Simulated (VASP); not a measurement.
A run of VASP 6.6.1:

The input POSCAR:

```
AlN
1.0
    0.0000000000      2.1394097525      2.1394097525
    2.1394097525      0.0000000000      2.1394097525
    2.1394097525      2.1394097525      0.0000000000
Al N
1 1
Direct
    0.0000000000      0.0000000000      0.0000000000
    0.2500000000      0.2500000000      0.2500000000
```

The input INCAR.step1:

```
PREC = Accurate
ENCUT = 520
EDIFF = 1E-5
ISMEAR = -1
SIGMA = 0.05
LREAL = F
LASPH = T
NELM = 80
ALGO = Normal
ISIF = 2
LWAVE = T
LCHARG = F
GGA = PE
NBANDS = 11
```

File INCAR.step2:

```
PREC = Accurate
ENCUT = 520
EDIFF = 1E-6
ISMEAR = -1
SIGMA = 0.05
LREAL = F
LASPH = T
NELM = 80
ALGO = Normal
ISIF = 2
LWAVE = F
LCHARG = F
GGA = PS
LHFCALC = T
AEXX = 0.25
PRECFOCK = Normal
ISTART = 1
NBANDS = 11
```

KPOINTS

```
Automatic mesh
0
Gamma
  5 5 5
```

Potentials or basis: VASP PAW PBE potentials, release 64 (Al, N).

The run is started by

```console
$ cat potpaw_PBE.64/Al/POTCAR potpaw_PBE.64/N/POTCAR > POTCAR
$ cp INCAR.step1 INCAR
$ mpirun -np 1 vasp_std > vasp.out
$ cp INCAR.step2 INCAR
$ mpirun -np 1 vasp_std > vasp.out
```

Hardware: 1 thread of AMD EPYC 7R43 64-Core Processor (Zen 3), on a shared host.

Question: How long does it take, and how much memory?

Answer: Wall time 3 min on 1 thread of AMD EPYC 7R43 64-Core Processor (Zen 3), with other jobs on the host, peak memory 0.1 GiB. Counts: k points 10.
